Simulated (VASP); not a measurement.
Write the native input for VASP 6.6.1 that does the following.

```
Task                   : single point
Functional             : r2SCAN
Potentials or basis    : VASP PAW PBE potentials, release 64 (C, H)
Cutoff                 : 520 eV
k mesh                 : 5 × 10 × 1
Occupations            : gaussian, width 0.05 eV
Spin                   : no spin polarisation
Dipole correction      : yes
Further INCAR settings : LREAL = Auto; ALGO = Normal; EDIFF = 1e-06; NBANDS = 50
```

HC4, a slab with vacuum:

```
C H
1.0
     5.03500    0.00000    0.00000
     0.00000    2.51750    0.00000
     0.00000    0.00000   19.73290
C H
16 4
Cartesian
  2.5175 1.2588 4.6524
  0.0000 1.2588 4.6524
  2.5175 0.0000 5.5425
  0.0000 0.0000 5.5425
  3.7763 0.0000 6.4325
  1.2588 0.0000 6.4325
  3.7763 1.2588 7.3226
  1.2588 1.2588 7.3226
  -0.0249 1.2588 8.3366
  2.5299 1.2588 8.2025
  -0.0270 0.0000 9.3168
  2.5500 0.0000 9.0791
  1.3213 0.0000 10.0911
  3.6441 0.0000 10.2615
  1.8191 1.2588 10.7194
  3.1740 1.2588 11.1364
  3.2371 1.2588 3.9121
  1.7979 1.2588 3.9121
  0.7168 1.2588 3.9084
  -0.7168 1.2588 3.9084
```

The input as run:

POSCAR

```
HC4
1.0
    5.0350011261      0.0000000000      0.0000000000
    0.0000000000      2.5175005631      0.0000000000
    0.0000000000      0.0000000000     19.7329018234
C H
16 4
Direct
    0.5000000000      0.5000000000      0.2357689632
    0.0000000000      0.5000000000      0.2357689632
    0.5000000000      0.0000000000      0.2808748918
    0.0000000000      0.0000000000      0.2808748918
    0.7500000000      0.0000000000      0.3259808203
    0.2500000000      0.0000000000      0.3259808203
    0.7500000000      0.5000000000      0.3710867489
    0.2500000000      0.5000000000      0.3710867489
   -0.0049491603      0.5000000000      0.4224736053
    0.5024592115      0.5000000000      0.4156756898
   -0.0053678511      0.0000000000      0.4721430575
    0.5064510802      0.0000000000      0.4600992582
    0.2624195213      0.0000000000      0.5113823499
    0.7237603840      0.0000000000      0.5200185884
    0.3612864314      0.5000000000      0.5432241188
    0.6303812927      0.5000000000      0.5643563376
    0.6429144453      0.5000000000      0.1982508924
    0.3570855547      0.5000000000      0.1982508924
    0.1423584706      0.5000000000      0.1980631397
   -0.1423584706      0.5000000000      0.1980631397
```

INCAR.step1

```
SYSTEM = HC4
  PREC = Accurate
  ENCUT = 520
  ISMEAR = 0
  SIGMA = 0.05
  LREAL = Auto
  LASPH = .TRUE.
  NELM = 80
  LDIPOL = .TRUE.
  IDIPOL = 3
  DIPOL = 0.5 0.5 0.356
  NBANDS = 50
  GGA = PE
  ALGO = Normal
  EDIFF = 1E-4
  LWAVE = .TRUE.
  LCHARG = .FALSE.
```

INCAR.step2

```
SYSTEM = HC4
  PREC = Accurate
  ENCUT = 520
  EDIFF = 1E-6
  ISMEAR = 0
  SIGMA = 0.05
  LREAL = Auto
  LASPH = .TRUE.
  NELM = 80
  ALGO = Normal
  ISIF = 2
  LWAVE = .FALSE.
  LCHARG = .FALSE.
  LDIPOL = .TRUE.
  IDIPOL = 3
  DIPOL = 0.5 0.5 0.356
  METAGGA = R2SCAN
  LMIXTAU = .TRUE.
  NBANDS = 50
  ISTART = 1
```

KPOINTS

```
Automatic mesh
0
G
  5 10 1
  0 0 0
```

Potentials or basis: VASP PAW PBE potentials, release 64 (C, H).

Launch:

```sh
$ cat potpaw_PBE.64/C/POTCAR potpaw_PBE.64/H/POTCAR > POTCAR
$ cp INCAR.step1 INCAR
$ mpirun -np 1 vasp_std > vasp.out
$ cp INCAR.step2 INCAR
$ mpirun -np 1 vasp_std > vasp.out
```

Results of the run:

The largest force is 5.447 eV/Å and the band gap on the k mesh is 1.40 eV (least direct gap 1.73 eV).

Caveat: the PAW data sets were made with another functional, which shifts forces and pressure a little.

It took 13 min on 1 thread of AMD EPYC 9R45 96-Core Processor (Zen 5), with other jobs on the host, peak memory 0.39 GiB.
